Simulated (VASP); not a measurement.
# Al3In3GaB3N10 (P1) in VASP: a series of runs

Runs on Al3In3GaB3N10. Level: PBE. Tasks: single point.

Everything below comes from runs of VASP 6.6.1. Logs are shortened: lines on timing, memory, paths and dates and some standing lists are left out, and cuts for length are marked.

## 1. The cell of the first run

The typed cell holds 20 atoms: a = 5.499 Å, b = 5.323 Å, c = 8.466 Å, α = 85.70°, β = 73.97°, γ = 71.00°.

## 2. Single point, PBE

File INCAR:

```
SYSTEM = Al3In3GaB3N10
ALGO = Normal ; EDIFF = 1E-7
ENCUT = 520 ; GGA = PE
ISIF = 2 ; ISMEAR = 0
ISYM = 0 ; LASPH = .True.
LCHARG = .False. ; LREAL = Auto
LWAVE = .False. ; NBANDS = 76
NELM = 80 ; PREC = Accurate
SIGMA = 0.1
```

File KPOINTS:

```
Automatic mesh
0
Gamma
  3 3 2
  0 0 0.5
```

File POSCAR:

```
Al3In3GaB3N10
1.0
    2.1758473447      2.3753022025      4.4568370149
   -2.2307159544     -2.1068982281      4.3500693326
    6.7993951432     -4.6183667840      2.0263731424
B N Al Ga In
3 10 3 1 3
Direct
    0.5192584754      1.0084525259      0.7998372500
    1.0795132020      0.0207350944     -0.0522929883
    0.8176533399      1.0392898594      0.3584602205
    0.5704467274      0.8352895400      0.6626051832
    0.4934325912      0.2985245687      0.7751180358
    1.0061545339      0.8546150984      0.8547228933
    0.3664673516      0.9312042488      0.9803588818
    0.6998031990      0.9176900360      0.2656203608
    0.6809686643      0.3328762340      0.4125111657
    0.1153722482      0.9105477269      0.3712206416
    0.0625139449      0.4131400748      0.6041103462
    0.9390739588      0.3153982414     -0.0267679659
    0.2950092092      0.3815924536      0.1999905828
    0.1180540384      0.4961667504      0.8011478702
    0.3838417016      0.0197420992      0.1996074564
    0.7028548614      0.4766961765      0.6069728936
    0.2926933503      0.5044860962      0.4032527985
    0.1905800243      0.9886304991      0.6027855752
    0.5223843969      0.4928372851     -0.0233756516
    0.8942885851      0.5182489775      0.2001998925
```

Potentials or basis: VASP PAW PBE potentials, release 64 (B, N, Al, Ga_d, In_d).

Started as:

```bash
> cat potpaw_PBE.64/B/POTCAR potpaw_PBE.64/N/POTCAR potpaw_PBE.64/Al/POTCAR potpaw_PBE.64/Ga_d/POTCAR potpaw_PBE.64/In_d/POTCAR > POTCAR
> mpirun -np 1 vasp_std > vasp.out
```

OUTCAR:

```text
SYSTEM = Al3In3GaB3N10
   EDIFF = 1E-7
   ENCUT = 520
   GGA = PE
   ISIF = 2
   ISMEAR = 0
   ISYM = 0
   LASPH = .True.
   LREAL = Auto
   NELM = 80
   PREC = Accurate

 ion  position               nearest neighbor table
   1  0.519  0.008  0.800-   4 1.45   5 1.51   7 1.62  18 2.81  19 3.02  19 3.08
   2  0.080  0.021  0.948-   6 1.44  12 1.51   7 1.59  18 2.82
   3  0.818  0.039  0.358-   8 1.44   9 1.54  10 1.59  20 2.89  20 3.02
   4  0.570  0.835  0.663-   1 1.45  16 1.85  18 2.17
   5  0.493  0.299  0.775-   1 1.51  14 1.95  16 1.96  19 2.13
   6  0.006  0.855  0.855-   2 1.44  14 1.85  18 2.27
   7  0.366  0.931  0.980-   2 1.59   1 1.62  15 1.98  19 2.21
   8  0.700  0.918  0.266-   3 1.44  15 1.87  20 2.08
   9  0.681  0.333  0.413-   3 1.54  16 1.92  17 2.05  20 2.21
  10  0.115  0.911  0.371-   3 1.59  15 1.97  17 2.09  18 2.21
  11  0.063  0.413  0.604-  14 1.88  16 1.89  17 1.95  18 2.14
  12  0.939  0.315  0.973-   2 1.51  14 1.91  19 2.17  20 2.19
  13  0.295  0.382  0.200-  15 1.83  17 1.88  20 2.08  19 2.12
  14  0.118  0.496  0.801-   6 1.85  11 1.88  12 1.91   5 1.95  19 2.99  18 3.08  18 3.14  16 3.15
                            16 3.19  19 3.21  20 3.26
  15  0.384  0.020  0.200-  13 1.83   8 1.87  10 1.97   7 1.98  17 3.04  20 3.10  20 3.18  19 3.20
                            19 3.26  18 3.29
  16  0.703  0.477  0.607-   4 1.85  11 1.89   9 1.92   5 1.96  19 3.01  18 3.06  14 3.15  14 3.19
                            18 3.23  20 3.32
  17  0.293  0.504  0.403-  13 1.88  11 1.95   9 2.05  10 2.09  18 3.00  15 3.04  20 3.12  18 3.24
                            20 3.30
  18  0.191  0.989  0.603-  11 2.14   4 2.17  10 2.21   6 2.27   1 2.81   2 2.82  17 3.00  16 3.06
                            14 3.08  14 3.14  16 3.23  17 3.24  15 3.29
  19  0.522  0.493  0.977-  13 2.12   5 2.13  12 2.17   7 2.21  14 2.99  16 3.01   1 3.02   1 3.08
                            20 3.18  15 3.20  14 3.21  15 3.26  20 3.41
  20  0.894  0.518  0.200-  13 2.08   8 2.08  12 2.19   9 2.21   3 2.89   3 3.02  15 3.10  17 3.12
                            15 3.18  19 3.18  14 3.26  17 3.30  16 3.32  19 3.41

IMPORTANT INFORMATION: All symmetrisations will be switched off!
NOSYMM: (Re-)initialisation of all symmetry stuff for point group C_1.

----------------------------------------------------------------------------------------

                                     Primitive cell

  volume of cell :     225.1796

  direct lattice vectors                    reciprocal lattice vectors
     2.175847345  2.375302202  4.456837015     0.070258826  0.151426260  0.109370028
    -2.230715954 -2.106898228  4.350069333    -0.112783564 -0.114995846  0.116349263
     6.799395143 -4.618366784  2.026373142     0.087587118 -0.086184650  0.003172293

  length of vectors
     5.499069776  5.323365196  8.465652614     0.199569582  0.198699089  0.122920139

  position of ions in fractional coordinates (direct lattice)
     0.519258475  0.008452526  0.799837250
     0.079513202  0.020735094  0.947707012
     0.817653340  0.039289859  0.358460220
     0.570446727  0.835289540  0.662605183
     0.493432591  0.298524569  0.775118036
     0.006154534  0.854615098  0.854722893
[... 12 lines left out ...]
     0.522384397  0.492837285  0.976624348
     0.894288585  0.518248978  0.200199893

  ion indices of the primitive-cell ions
   primitive index   ion index
                 1           1
                 2           2
                 3           3
                 4           4
                 5           5
                 6           6
[... 12 lines left out ...]
                19          19
                20          20

----------------------------------------------------------------------------------------

 KPOINTS: Automatic mesh

Automatic generation of k-mesh.
 Grid dimensions read from file:
 generate k-points for:    3    3    2

 Generating k-lattice:

  Cartesian coordinates                     Fractional coordinates (reciprocal lattice)
     0.023419609  0.050475420  0.036456676     0.333333333  0.000000000  0.000000000
    -0.037594521 -0.038331949  0.038783088     0.000000000  0.333333333 -0.000000000
     0.043793559 -0.043092325  0.001586146    -0.000000000  0.000000000  0.500000000

  Length of vectors
     0.066523194  0.066233030  0.061460070

  Shift w.r.t. Gamma in fractional coordinates (k-lattice)
     0.000000000  0.000000000  0.500000000

 Subroutine IBZKPT returns following result:
 ===========================================

 Found      9 irreducible k-points:

 Following reciprocal coordinates:
            Coordinates               Weight
  0.000000 -0.000000  0.250000      2.000000
  0.333333 -0.000000  0.250000      2.000000
 -0.333333  0.000000  0.250000      2.000000
  0.000000  0.333333  0.250000      2.000000
  0.333333  0.333333  0.250000      2.000000
 -0.333333  0.333333  0.250000      2.000000
 -0.000000 -0.333333  0.250000      2.000000
  0.333333 -0.333333  0.250000      2.000000
 -0.333333 -0.333333  0.250000      2.000000
   k-points           NKPTS =      9   k-points in BZ     NKDIM =      9   number of bands    NBANDS=     76
   number of dos      NEDOS =    301   number of ions     NIONS =     20
   total plane-waves  NPLWV = 107520
   dimension x,y,z NGX =    42 NGY =   40 NGZ =   64
   dimension x,y,z NGXF=    84 NGYF=   80 NGZF=  128
   ions per type =               3  10   3   1   3
   NGX,Y,Z   is equivalent  to a cutoff of  12.70, 12.49, 12.57 a.u.
   NGXF,Y,Z  is equivalent  to a cutoff of  25.39, 24.98, 25.14 a.u.
 SYSTEM =  Al3In3GaB3N10
   PREC   = accura    normal or accurate (medium, high low for compatibility)
   ISTART =      0    job   : 0-new  1-cont  2-samecut
   ICHARG =      2    charge: 1-file 2-atom 10-const
   ISPIN  =      1    spin polarized calculation?
   LNONCOLLINEAR =      F non collinear calculations
   LSORBIT =      F    spin-orbit coupling
   LASPH  =      T    aspherical Exc in radial PAW
   ENCUT  =  520.0 eV  38.22 Ry    6.18 a.u.  10.22  9.90 15.74*2*pi/ulx,y,z
   NELM   =     80;   NELMIN=  2; NELMDL= -5     # of ELM steps
   EDIFF  = 0.1E-06   stopping-criterion for ELM
   LREAL  =      T    real-space projection
   EDIFFG = 0.1E-05   stopping-criterion for IOM
   NSW    =      0    number of steps for IOM
   IBRION =     -1    ionic relax: 0-MD 1-quasi-New 2-CG
   NFREE  =      0    steps in history (QN), initial steepest desc. (CG)
   ISIF   =      2    stress and relaxation
   ISYM   =      0    0-nonsym 1-usesym 2-fastsym
   POTIM  = 0.5000    time-step for ionic-motion
   TEBEG  =    0.0;   TEEND  =   0.0 temperature during run
   PSTRESS=    0.0 pullay stress
   NELECT =     120.0000    total number of electrons
   NUPDOWN=      -1.0000    fix difference up-down
   EMIN   =  10.00;   EMAX   =-10.00  energy-range for DOS
   EFERMI =   0.00;   METHOD = LEGACY
   ISMEAR =     0;   SIGMA  =   0.10  broadening in eV -4-tet -1-fermi 0-gaus
   EFERMI_NEDOS =   21; number of points for ismear=-14 and -15
   IALGO  =     38    algorithm
   IMIX   =      4    mixing-type and parameters
     AMIX     =   0.40;   BMIX     =  1.00
     AMIX_MAG =   1.60;   BMIX_MAG =  1.00
  volume/ion in A,a.u.               =      11.26        75.98
  Fermi-wavevector in a.u.,A,eV,Ry     =   1.327269  2.508174 23.968603  1.761643
  Thomas-Fermi vector in A             =   2.456594
   LORBIT       =      0    0 simple, 1 ext, 2 COOP (PROOUT), +10 PAW based schemes
   GGA     = PE    functional components
   LHFCALC =     F    Hartree Fock is set to
   AEXX    =    0.0000 exact exchange contribution
   IVDW    =     0    specifies the selected vdW correction
   LEPSILON=     F    determine dielectric tensor
   LRPA    =     F    only Hartree local field effects (RPA)
 non-spin polarized calculation
 Gauss-broadening in eV      SIGMA  =   0.10
  energy-cutoff  :      520.00
  volume of cell :      225.18
 maximum number of plane-waves:      6076
 NGX is ok and might be reduce to    42
   NGX = 21   NGY = 19   NGZ = 31

 number of electron     119.9999988 magnetization

 Free energy of the ion-electron system (eV)
  ---------------------------------------------------
  ext. energy  EPLUGINS =         0.00000000
  ---------------------------------------------------
  free energy    TOTEN  =      -135.28795616 eV

  energy without entropy =     -135.28795616  energy(sigma->0) =     -135.28795616

 E-fermi :   6.7653     XC(G=0): -11.0052

 val. band max:        6.2640614115   @ k =   0.0000   0.3333   0.2500
 cond. band min:       7.8198364263   @ k =   0.0000  -0.0000   0.2500
 fundamental gap:      1.5557750149
 Fermi energy:         6.7652607368

 k-point     1 :       0.0000   -0.0000    0.2500
  band No.  band energies     occupation
      1     -10.3319      2.00000
      2      -9.7113      2.00000
      3      -9.2690      2.00000
      4      -9.1240      2.00000
      5      -9.0006      2.00000
      6      -8.6243      2.00000
[... 64 lines left out ...]
     71      12.4553      0.00000
     72      12.8504      0.00000

 k-point     2 :       0.3333   -0.0000    0.2500
  band No.  band energies     occupation
      1     -10.1927      2.00000
      2      -9.5071      2.00000
      3      -9.2806      2.00000
      4      -9.1803      2.00000
      5      -8.9772      2.00000
      6      -8.6919      2.00000
[... 64 lines left out ...]
     71      12.2938      0.00000
     72      12.7011      0.00000

 k-point     3 :      -0.3333    0.0000    0.2500
  band No.  band energies     occupation
      1     -10.1620      2.00000
      2      -9.5723      2.00000
      3      -9.3180      2.00000
      4      -9.1238      2.00000
      5      -8.9560      2.00000
      6      -8.6926      2.00000
[... 64 lines left out ...]
     71      12.5683      0.00000
     72      12.7247      0.00000

 k-point     4 :       0.0000    0.3333    0.2500
  band No.  band energies     occupation
      1     -10.1316      2.00000
      2      -9.5995      2.00000
      3      -9.2569      2.00000
      4      -9.1077      2.00000
      5      -9.0402      2.00000
      6      -8.6205      2.00000
[... 64 lines left out ...]
     71      12.3785      0.00000
     72      12.7864      0.00000

 k-point     5 :       0.3333    0.3333    0.2500
  band No.  band energies     occupation
      1     -10.1013      2.00000
      2      -9.5518      2.00000
      3      -9.2636      2.00000
      4      -9.1105      2.00000
      5      -8.9688      2.00000
      6      -8.7262      2.00000
[... 64 lines left out ...]
     71      12.2745      0.00000
     72      12.5466      0.00000

 k-point     6 :      -0.3333    0.3333    0.2500
  band No.  band energies     occupation
      1     -10.0234      2.00000
      2      -9.4697      2.00000
      3      -9.2947      2.00000
      4      -9.1008      2.00000
      5      -8.9964      2.00000
      6      -8.7038      2.00000
[... 64 lines left out ...]
     71      12.2305      0.00000
     72      12.6315      0.00000

 k-point     7 :      -0.0000   -0.3333    0.2500
  band No.  band energies     occupation
      1     -10.1425      2.00000
      2      -9.5695      2.00000
      3      -9.2587      2.00000
      4      -9.1123      2.00000
      5      -9.0541      2.00000
      6      -8.6199      2.00000
[... 64 lines left out ...]
     71      12.2956      0.00000
     72      12.4872      0.00000

 k-point     8 :       0.3333   -0.3333    0.2500
  band No.  band energies     occupation
      1     -10.0323      2.00000
      2      -9.4550      2.00000
      3      -9.2972      2.00000
      4      -9.0855      2.00000
      5      -9.0180      2.00000
      6      -8.7154      2.00000
[... 64 lines left out ...]
     71      12.4200      0.00000
     72      12.6612      0.00000

 k-point     9 :      -0.3333   -0.3333    0.2500
  band No.  band energies     occupation
      1     -10.0858      2.00000
      2      -9.5661      2.00000
      3      -9.2793      2.00000
      4      -9.0914      2.00000
      5      -8.9676      2.00000
      6      -8.7211      2.00000
[... 64 lines left out ...]
     71      12.3153      0.00000
     72      12.3836      0.00000
 [bands above 72 left out]

------------------------ aborting loop because EDIFF is reached ----------------------------------------

  FORCE on cell =-STRESS in cart. coord.  units (eV):
  Direction    XX          YY          ZZ          XY          YZ          ZX
  --------------------------------------------------------------------------------------
  -------------------------------------------------------------------------------------
  Total        0.0255979      0.0323466     -0.0585444      0.0103723     -0.0567547     -0.0552629
  in kB        0.1821320      0.2301493     -0.4165498      0.0737997     -0.4038156     -0.3932019
  external PRESSURE =      -0.0014228 kB  Pullay stress =       0.0000000 kB

 VOLUME and BASIS-vectors are now :
 -----------------------------------------------------------------------------
  energy-cutoff  :      520.00
  volume of cell :      225.18
      direct lattice vectors                 reciprocal lattice vectors
     2.175847345  2.375302202  4.456837015     0.070258826  0.151426260  0.109370028
    -2.230715954 -2.106898228  4.350069333    -0.112783564 -0.114995846  0.116349263
     6.799395143 -4.618366784  2.026373142     0.087587118 -0.086184650  0.003172293

 POSITION                                       TOTAL-FORCE (eV/Angst)
 -----------------------------------------------------------------------------------
      6.54938     -2.47835      3.97179        -0.004552      0.011878      0.010847
      6.57059     -4.23168      2.36498        -0.015055      0.014086      0.004638
      4.12876      0.20389      4.54144         0.018611     -0.000533     -0.016221
      3.88323     -3.46504      7.51864         0.007185      0.029702     -0.019188
      5.67804     -3.03669      5.06843        -0.037779      0.006155      0.017443
      3.91859     -5.73339      5.47705         0.024121     -0.008705     -0.015311
[... 12 lines left out ...]
      6.67770     -4.30795      6.45106         0.001678     -0.014659      0.002388
      2.15101      0.10771      6.64580        -0.007664      0.008729      0.010354
 -----------------------------------------------------------------------------------
    total drift:                                0.009832     -0.012600      0.005999

  FREE ENERGIE OF THE ION-ELECTRON SYSTEM (eV)
  ---------------------------------------------------
  free  energy   TOTEN  =      -135.2879561581 eV

  energy  without entropy=     -135.2879561581  energy(sigma->0) =     -135.28795616
```

Wall time 11 min (1 thread of Intel Xeon 8259CL, shared host); peak memory 0.38 GiB.

Results:

| Property | Result |
| --- | --- |
| Free energy | -135.2880 eV |
| Pressure | 0.0 GPa |
| Largest force | 0.047 eV/Å |
| Band gap on the k mesh | 1.56 eV, indirect (least direct gap 1.61 eV) |

Forces in eV/Å, atoms in the order of the input:
```
B   -0.005  0.012  0.011
B   -0.015  0.014  0.005
B    0.019 -0.001 -0.016
N    0.007  0.030 -0.019
N   -0.038  0.006  0.017
N    0.024 -0.009 -0.015
N    0.010 -0.023 -0.005
N   -0.013 -0.013 -0.008
N    0.005 -0.043  0.017
N   -0.001  0.020  0.011
N   -0.003 -0.022  0.016
N   -0.004  0.025  0.011
N    0.033 -0.003  0.013
Al  -0.002  0.000 -0.008
Al  -0.011 -0.008 -0.006
Al   0.004  0.008 -0.014
Ga  -0.009  0.010 -0.014
In   0.005  0.003 -0.009
In   0.002 -0.015  0.002
In  -0.008  0.009  0.010
```

Caveat: spin-orbit coupling is left out, which moves the levels of the heavy elements.

[end of part 1 of 2]
